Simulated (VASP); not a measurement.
# AlN (Fm-3m) in VASP: notebook

AlN is run at these levels: PBEsol, PBE; tasks: single point.

All numbers are computed with VASP 6.6.1; they aren't measurements. Logs are shortened: lines on timing, memory, paths and dates and some standing lists are left out, and cuts for length are marked.

## (1) The cell of the first run

Symmetry: Fm-3m, No. 225, cubic system. Conventional cell: a = 4.069 Å, b = 4.069 Å, c = 4.069 Å, α = 90.00°, β = 90.00°, γ = 90.00°. Al (site symmetry m-3m) has 6 N at 2.03 Å within 2.7 Å. Within 2.7 Å of N (site symmetry m-3m) lie 6 Al at 2.03 Å.

## (2) Single point, PBEsol

File INCAR:

```
SYSTEM = AlN
PREC = Accurate
ENCUT = 600
EDIFF = 1E-6
ISMEAR = -4
SIGMA = 0.1
LREAL = .False.
LASPH = .True.
NELM = 120
ALGO = Normal
ISIF = 2
LWAVE = .False.
LCHARG = .False.
GGA = PS
NBANDS = 11
GGA_COMPAT = .False.
```

File KPOINTS:

```
Automatic mesh
0
Gamma
  6 6 6
  0 0 0
```

File POSCAR:

```
AlN
1.0
    0.0000000000      2.0345180000      2.0345180000
    2.0345180000      0.0000000000      2.0345180000
    2.0345180000      2.0345180000      0.0000000000
Al N
1 1
Direct
    0.5000000000      0.5000000000      0.5000000000
    0.0000000000      0.0000000000      0.0000000000
```

Potentials or basis: VASP PAW PBE potentials, release 64 (Al, N).

Command:

```console
> cat potpaw_PBE.64/Al/POTCAR potpaw_PBE.64/N/POTCAR > POTCAR
> mpirun -np 1 vasp_std > vasp.out
```

OUTCAR:

```text
SYSTEM = AlN
   PREC = Accurate
   ENCUT = 600
   EDIFF = 1E-6
   ISMEAR = -4
   LREAL = .False.
   LASPH = .True.
   NELM = 120
   ISIF = 2
   GGA = PS

 ion  position               nearest neighbor table
   1  0.500  0.500  0.500-   2 2.03   2 2.03   2 2.03   2 2.03   2 2.03   2 2.03
   2  0.000  0.000  0.000-   1 2.03   1 2.03   1 2.03   1 2.03   1 2.03   1 2.03

  LATTYP: Found a face centered cubic cell.
 ALAT       =     4.0690360000

  Lattice vectors:

 A1 = (   0.0000000000,   2.0345180000,   2.0345180000)
 A2 = (   2.0345180000,   0.0000000000,   2.0345180000)
 A3 = (   2.0345180000,   2.0345180000,   0.0000000000)

Analysis of symmetry for initial positions (statically):
=====================================================================
 Subroutine PRICEL returns:
 Original cell was already a primitive cell.

 Routine SETGRP: Setting up the symmetry group for a
 face centered cubic supercell.

 Subroutine GETGRP returns: Found 48 space group operations
 (whereof 48 operations were pure point group operations)
 out of a pool of 48 trial point group operations.

The static configuration has the point symmetry O_h .

Analysis of symmetry for dynamics (positions and initial velocities):
=====================================================================
 Subroutine PRICEL returns:
 Original cell was already a primitive cell.

 Routine SETGRP: Setting up the symmetry group for a
 face centered cubic supercell.

 Subroutine GETGRP returns: Found 48 space group operations
 (whereof 48 operations were pure point group operations)
 out of a pool of 48 trial point group operations.

The dynamic configuration has the point symmetry O_h .

 Subroutine INISYM returns: Found 48 space group operations
 (whereof 48 operations are pure point group operations),
 and found     1 'primitive' translations

----------------------------------------------------------------------------------------

                                     Primitive cell

  volume of cell :      16.8428

  direct lattice vectors                    reciprocal lattice vectors
     0.000000000  2.034518000  2.034518000    -0.245758455  0.245758455  0.245758455
     2.034518000  0.000000000  2.034518000     0.245758455 -0.245758455  0.245758455
     2.034518000  2.034518000  0.000000000     0.245758455  0.245758455 -0.245758455

  length of vectors
     2.877242948  2.877242948  2.877242948     0.425666130  0.425666130  0.425666130

  position of ions in fractional coordinates (direct lattice)
     0.500000000  0.500000000  0.500000000
     0.000000000  0.000000000  0.000000000

  ion indices of the primitive-cell ions
   primitive index   ion index
                 1           1
                 2           2

----------------------------------------------------------------------------------------

 KPOINTS: Automatic mesh

Automatic generation of k-mesh.
 Grid dimensions read from file:
 generate k-points for:    6    6    6

 Generating k-lattice:

  Cartesian coordinates                     Fractional coordinates (reciprocal lattice)
    -0.040959742  0.040959742  0.040959742     0.166666667  0.000000000  0.000000000
     0.040959742 -0.040959742  0.040959742     0.000000000  0.166666667  0.000000000
     0.040959742  0.040959742 -0.040959742     0.000000000  0.000000000  0.166666667

  Length of vectors
     0.070944355  0.070944355  0.070944355

  Shift w.r.t. Gamma in fractional coordinates (k-lattice)
     0.000000000  0.000000000  0.000000000

 TETIRR: Found     35 inequivalent tetrahedra from     1296

 Subroutine IBZKPT returns following result:
 ===========================================

 Found     16 irreducible k-points:

 Following reciprocal coordinates:
            Coordinates               Weight
  0.000000  0.000000  0.000000      1.000000
  0.166667  0.000000  0.000000      8.000000
  0.333333  0.000000  0.000000      8.000000
  0.500000  0.000000  0.000000      4.000000
  0.166667  0.166667  0.000000      6.000000
  0.333333  0.166667  0.000000     24.000000
[... 8 lines left out ...]
 -0.333333  0.333333  0.166667     24.000000
 -0.333333  0.500000  0.166667     12.000000
   k-points           NKPTS =     16   k-points in BZ     NKDIM =     16   number of bands    NBANDS=     11
   number of dos      NEDOS =    301   number of ions     NIONS =      2
   total plane-waves  NPLWV =  13824
   dimension x,y,z NGX =    24 NGY =   24 NGZ =   24
   dimension x,y,z NGXF=    48 NGYF=   48 NGZF=   48
   ions per type =               1   1
   NGX,Y,Z   is equivalent  to a cutoff of  13.87, 13.87, 13.87 a.u.
   NGXF,Y,Z  is equivalent  to a cutoff of  27.73, 27.73, 27.73 a.u.
 SYSTEM =  AlN
   PREC   = accura    normal or accurate (medium, high low for compatibility)
   ISTART =      0    job   : 0-new  1-cont  2-samecut
   ICHARG =      2    charge: 1-file 2-atom 10-const
   ISPIN  =      1    spin polarized calculation?
   LNONCOLLINEAR =      F non collinear calculations
   LSORBIT =      F    spin-orbit coupling
   LASPH  =      T    aspherical Exc in radial PAW
   ENCUT  =  600.0 eV  44.10 Ry    6.64 a.u.   5.75  5.75  5.75*2*pi/ulx,y,z
   NELM   =    120;   NELMIN=  2; NELMDL= -5     # of ELM steps
   EDIFF  = 0.1E-05   stopping-criterion for ELM
   LREAL  =      F    real-space projection
   EDIFFG = 0.1E-04   stopping-criterion for IOM
   NSW    =      0    number of steps for IOM
   IBRION =     -1    ionic relax: 0-MD 1-quasi-New 2-CG
   NFREE  =      0    steps in history (QN), initial steepest desc. (CG)
   ISIF   =      2    stress and relaxation
   ISYM   =      2    0-nonsym 1-usesym 2-fastsym
   POTIM  = 0.5000    time-step for ionic-motion
   TEBEG  =    0.0;   TEEND  =   0.0 temperature during run
   PSTRESS=    0.0 pullay stress
   NELECT =       8.0000    total number of electrons
   NUPDOWN=      -1.0000    fix difference up-down
   EMIN   =  10.00;   EMAX   =-10.00  energy-range for DOS
   EFERMI =   0.00;   METHOD = LEGACY
   ISMEAR =    -4;   SIGMA  =   0.10  broadening in eV -4-tet -1-fermi 0-gaus
   EFERMI_NEDOS =   21; number of points for ismear=-14 and -15
   IALGO  =     38    algorithm
   IMIX   =      4    mixing-type and parameters
     AMIX     =   0.40;   BMIX     =  1.00
     AMIX_MAG =   1.60;   BMIX_MAG =  1.00
  volume/ion in A,a.u.               =       8.42        56.83
  Fermi-wavevector in a.u.,A,eV,Ry     =   1.277321  2.413786 22.198561  1.631548
  Thomas-Fermi vector in A             =   2.409927
   LORBIT       =      0    0 simple, 1 ext, 2 COOP (PROOUT), +10 PAW based schemes
   GGA     = PS    functional components
   LHFCALC =     F    Hartree Fock is set to
   AEXX    =    0.0000 exact exchange contribution
   IVDW    =     0    specifies the selected vdW correction
   LEPSILON=     F    determine dielectric tensor
   LRPA    =     F    only Hartree local field effects (RPA)
 non-spin polarized calculation
 Fermi weights with tetrahedron method witout Bloechl corrections
  energy-cutoff  :      600.00
  volume of cell :       16.84
 maximum number of plane-waves:       588
   NGX = 11   NGY = 11   NGZ = 11

 number of electron       7.9999999 magnetization

 Free energy of the ion-electron system (eV)
  ---------------------------------------------------
  ext. energy  EPLUGINS =         0.00000000
  ---------------------------------------------------
  free energy    TOTEN  =       -15.44119993 eV

  energy without entropy =      -15.44119993  energy(sigma->0) =      -15.44119993

 E-fermi :   9.6756     XC(G=0): -12.3623

 val. band max:        9.6468125483   @ k =   0.0000   0.0000   0.0000
 cond. band min:      14.0163759532   @ k =   0.5000   0.5000   0.0000
 fundamental gap:      4.3695634049
 Fermi energy:         9.6755814604

 k-point     1 :       0.0000    0.0000    0.0000
  band No.  band energies     occupation
      1      -7.7339      2.00000
      2       9.6468      2.00000
      3       9.6468      2.00000
      4       9.6468      2.00000
      5      15.0438      0.00000
      6      21.6072      0.00000
      7      21.6072      0.00000
      8      21.6072      0.00000
      9      26.6345      0.00000
     10      27.1906      0.00000
     11      27.1906      0.00000

 k-point     2 :       0.1667    0.0000    0.0000
  band No.  band energies     occupation
      1      -7.1778      2.00000
      2       7.2537      2.00000
      3       9.3431      2.00000
      4       9.3431      2.00000
      5      16.2246      0.00000
      6      20.1790      0.00000
      7      22.1195      0.00000
      8      22.1195      0.00000
      9      24.9275      0.00000
     10      24.9275      0.00000
     11      27.1154      0.00000

 k-point     3 :       0.3333    0.0000    0.0000
  band No.  band energies     occupation
      1      -5.6938      2.00000
      2       3.4681      2.00000
      3       8.8202      2.00000
      4       8.8202      2.00000
      5      15.9486      0.00000
      6      21.0395      0.00000
      7      21.0395      0.00000
      8      21.5015      0.00000
      9      25.8079      0.00000
     10      27.1855      0.00000
     11      27.1855      0.00000

 k-point     4 :       0.5000    0.0000    0.0000
  band No.  band energies     occupation
      1      -4.5074      2.00000
      2       1.3976      2.00000
      3       8.5903      2.00000
      4       8.5903      2.00000
      5      15.5669      0.00000
      6      20.3933      0.00000
      7      20.3933      0.00000
      8      22.6199      0.00000
      9      25.3927      0.00000
     10      29.9556      0.00000
     11      29.9556      0.00000

 k-point     5 :       0.1667    0.1667    0.0000
  band No.  band energies     occupation
      1      -6.9960      2.00000
      2       7.4936      2.00000
      3       8.7577      2.00000
      4       8.7577      2.00000
      5      16.9449      0.00000
      6      18.5758      0.00000
      7      21.6633      0.00000
      8      23.0658      0.00000
      9      23.0658      0.00000
     10      28.0684      0.00000
     11      29.7204      0.00000
[... 99 lines left out ...]
 k-point    13 :       0.5000    0.5000    0.0000
  band No.  band energies     occupation
      1      -3.5353      2.00000
      2       2.3227      2.00000
      3       6.8715      2.00000
      4       6.8715      2.00000
      5      14.0164      0.00000
      6      14.8122      0.00000
      7      23.3832      0.00000
      8      26.5088      0.00000
      9      26.5088      0.00000
     10      32.5260      0.00000
     11      35.2392      0.00000

 k-point    14 :       0.5000    0.3333    0.1667
  band No.  band energies     occupation
      1      -4.5874      2.00000
      2       3.6853      2.00000
      3       5.8075      2.00000
      4       7.5498      2.00000
      5      17.6475      0.00000
      6      18.3995      0.00000
      7      19.6379      0.00000
      8      23.4071      0.00000
      9      26.1206      0.00000
     10      29.8754      0.00000
     11      33.0512      0.00000

 k-point    15 :      -0.3333    0.3333    0.1667
  band No.  band energies     occupation
      1      -3.7197      2.00000
      2       2.9011      2.00000
      3       4.9519      2.00000
      4       6.9680      2.00000
      5      17.5698      0.00000
      6      18.7785      0.00000
      7      20.9940      0.00000
      8      22.4951      0.00000
      9      27.3569      0.00000
     10      28.4719      0.00000
     11      34.0675      0.00000

 k-point    16 :      -0.3333    0.5000    0.1667
  band No.  band energies     occupation
      1      -3.4185      2.00000
      2       3.0798      2.00000
      3       5.1464      2.00000
      4       5.9960      2.00000
      5      16.3489      0.00000
      6      17.7900      0.00000
      7      22.0237      0.00000
      8      22.9856      0.00000
      9      27.2825      0.00000
     10      30.8896      0.00000
     11      34.1439      0.00000

------------------------ aborting loop because EDIFF is reached ----------------------------------------

  FORCE on cell =-STRESS in cart. coord.  units (eV):
  Direction    XX          YY          ZZ          XY          YZ          ZX
  --------------------------------------------------------------------------------------
  -------------------------------------------------------------------------------------
  Total       -0.4984128     -0.4984128     -0.4984128     -0.0000000     -0.0000000     -0.0000000
  in kB      -47.4116598    -47.4116598    -47.4116598     -0.0000000     -0.0000000     -0.0000000
  external PRESSURE =     -47.4116598 kB  Pullay stress =       0.0000000 kB

 VOLUME and BASIS-vectors are now :
 -----------------------------------------------------------------------------
  energy-cutoff  :      600.00
  volume of cell :       16.84
      direct lattice vectors                 reciprocal lattice vectors
     0.000000000  2.034518000  2.034518000    -0.245758455  0.245758455  0.245758455
     2.034518000  0.000000000  2.034518000     0.245758455 -0.245758455  0.245758455
     2.034518000  2.034518000  0.000000000     0.245758455  0.245758455 -0.245758455

 POSITION                                       TOTAL-FORCE (eV/Angst)
 -----------------------------------------------------------------------------------
      2.03452      2.03452      2.03452         0.000000      0.000000      0.000000
      0.00000      0.00000      0.00000         0.000000      0.000000      0.000000
 -----------------------------------------------------------------------------------
    total drift:                                0.000000     -0.000000     -0.000000

  FREE ENERGIE OF THE ION-ELECTRON SYSTEM (eV)
  ---------------------------------------------------
  free  energy   TOTEN  =       -15.4411999259 eV

  energy  without entropy=      -15.4411999259  energy(sigma->0) =      -15.44119993
```

It used 5.6 s of CPU time on 1 thread of AMD EPYC 7R13 Processor (Zen 3) (shared host).

What came out:

```yaml
Free_energy: -15.4412 eV
Pressure: -4.7 GPa
Band_gap_on_the_k_mesh: 4.37 eV, indirect (least direct gap 5.40 eV)
```

Levels at points of the mesh, in eV from the valence-band top:
```csv
k point,band 1,band 2,band 3,band 4,band 5,band 6,band 7,band 8,band 9
"(0.00, 0.00, 0.00)",-17.38,0.00,0.00,0.00,5.40,11.96,11.96,11.96,16.99
"(0.50, 0.00, 0.00)",-14.15,-8.25,-1.06,-1.06,5.92,10.75,10.75,12.97,15.75
"(0.50, 0.50, 0.00)",-13.18,-7.32,-2.78,-2.78,4.37,5.17,13.74,16.86,16.86
```

Caveat: the k points lie up to 0.45 Å⁻¹ apart; the PAW data sets were made with another functional, which shifts forces and pressure a little.

## (3) Single point, PBE

File INCAR:

```
SYSTEM = AlN
ALGO = Normal
EDIFF = 1E-6
ENCUT = 600
GGA = PE
GGA_COMPAT = .False.
ISIF = 2
ISMEAR = 0
LASPH = .True.
LCHARG = .True.
LELF = .True.
LREAL = .False.
LVHAR = .True.
LWAVE = .False.
NBANDS = 11
NELM = 120
PREC = Accurate
SIGMA = 0.1
```

File KPOINTS:

```
k-points
0
Gamma
  6 6 6
  0 0 0
```

File POSCAR:

```
AlN
1.0
    0.0000000000      2.0345180000      2.0345180000
    2.0345180000      0.0000000000      2.0345180000
    2.0345180000      2.0345180000      0.0000000000
Al N
1 1
Direct
    0.8580000000      0.8980000000      1.2850000000
    0.3580000000      0.3980000000      0.7850000000
```

Potentials or basis: VASP PAW PBE potentials, release 64 (Al, N).

Command:

```console
> cat potpaw_PBE.64/Al/POTCAR potpaw_PBE.64/N/POTCAR > POTCAR
> mpirun -np 1 vasp_std > vasp.out
```

Wall time 6.7 s (1 thread of AMD EPYC 7R43 (Zen 3), shared host); peak memory 0.09 GiB.

Results (log left out):

* Free energy: -14.5425 eV
* Pressure: -0.2 GPa
* Band gap on the k mesh: 4.42 eV, indirect (least direct gap 5.41 eV)

Levels at points of the mesh, in eV from the valence-band top:
```tsv
k point	band 1	band 2	band 3	band 4	band 5	band 6	band 7	band 8
(0.00, 0.00, 0.00)	-17.38	0.00	0.00	0.00	5.40	12.10	12.10	12.10
(0.50, 0.00, 0.00)	-14.20	-8.19	-1.04	-1.04	6.01	10.84	10.84	13.01
(0.50, 0.50, 0.00)	-13.24	-7.26	-2.75	-2.75	4.42	5.33	13.82	16.95
```

Caveat: the k points lie up to 0.45 Å⁻¹ apart. A k mesh can miss the band edges.

[end of part 1 of 2]
